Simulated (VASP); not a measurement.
Runs of VASP 6.6.1 on BaTiO3. The structure is that of space group Pm-3m (No. 221), or close to it. The cells are those of the table. 

```tsv
potentials or basis	cell	cutoff (eV)	gap on the mesh (eV)	pressure (GPa)
VASP PAW LDA potentials, release 64 (Ba_sv, Ti_sv, O)	a = 4.007 Å, angles 90.6°, 5 atoms	520	(b)	-7.4
VASP PAW LDA potentials, release 64 (Ba_sv, Ti_sv, O_h)	a = 4.008 Å, angles 91.7°, 5 atoms	1000	(c)	(a)
VASP PAW LDA potentials, release 64 (Ba_sv, Ti_sv, O_h)	a = 4.007, b = 4.007, c = 4.128 Å, 5 atoms	1000	1.54	-11.5
VASP PAW LDA potentials, release 64 (Ba_sv, Ti_sv, O)	a = 4.008 Å, angles 88.8°, 5 atoms	520	1.59	-7.3
VASP PAW LDA potentials, release 64 (Ba_sv, Ti_sv, O)	a = 4.007 Å, angles 89.4°, 5 atoms	520	1.62	-7.4
VASP PAW LDA potentials, release 64 (Ba_sv, Ti_sv, O_h)	a = 3.953 Å, 5 atoms	1000	1.73	-0.2
VASP PAW LDA potentials, release 64 (Ba_sv, Ti_sv, O_h)	a = 4.007, b = 4.007, c = 4.087 Å, 5 atoms	1000	1.58	-10.3
VASP PAW LDA potentials, release 64 (Ba_sv, Ti_sv, O)	a = 4.008 Å, angles 91.1°, 5 atoms	520	1.54	-7.3
VASP PAW LDA potentials, release 64 (Ba_sv, Ti_sv, O_h)	a = 4.060 Å, 5 atoms	1000	1.58	-13.0
```

Alike in all rows: task electric field gradients; level LDA; no spin polarisation; k mesh 8 × 8 × 8; smearing fermi-dirac 0.05 eV.

Question: Fill in the values left out.

Answer: (a) -7.1; (b) 1.60; (c) 1.48.

Caveats: spin-orbit coupling is left out, which moves the levels of the heavy elements; the cell stands under tension (at least some runs).

A k mesh can miss the band edges, and the runs leave out spin-orbit coupling on Ba.
